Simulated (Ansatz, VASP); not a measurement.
One calculation of AlIn3Sb2N2, two programs

```
CELL_PARAMETERS angstrom
3.29853 0.00000 0.00000
-1.64926 2.85661 0.00000
0.00000 0.00000 18.07467
ATOMIC_POSITIONS crystal
Al 0.33333 0.66667 0.02300
In 0.66667 0.33333 0.86781
In 0.33333 0.66667 0.52695
In 0.66667 0.33333 0.17752
Sb 0.33333 0.66667 0.69665
Sb 0.66667 0.33333 0.33794
N 0.66667 0.33333 0.99315
N 0.33333 0.66667 0.12698
```

Alike in both runs: functional PBE; k mesh 12 × 12 × 2; occupations gaussian, width 0.1 eV; no spin polarisation.

Ansatz relaxed the structure, and its values are those at the end. VASP's run is a single point on that final structure, the one shown.

```csv
,VASP,Ansatz
version,VASP 6.6.1,Ansatz 0.2.0
potentials or method,"VASP PAW PBE potentials, release 64 (Al, In_d, Sb, N), cutoff 520 eV","scalar-relativistic, plane waves, PAW"
valence electrons in the cell,62,82
```

Ansatz gave:

- gap on the k mesh at the Fermi level (eV): none
- pressure (GPa): 0.0
- rms of the force components (eV/Å): 0.001

Question: Which values does VASP return?

Answer: gap on the k mesh at the Fermi level (eV): none; pressure (GPa): 0.0; rms of the force components (eV/Å): 0.007.

A gap of «none» marks a metal or a gap that the smearing closes. The functional is the same, so the differences come from potentials, cutoffs and numerics. VASP's potentials hold 62 valence electrons a cell and Ansatz's 82, so a difference there can come from the potentials and not from the codes.

Spin-orbit coupling is off throughout.
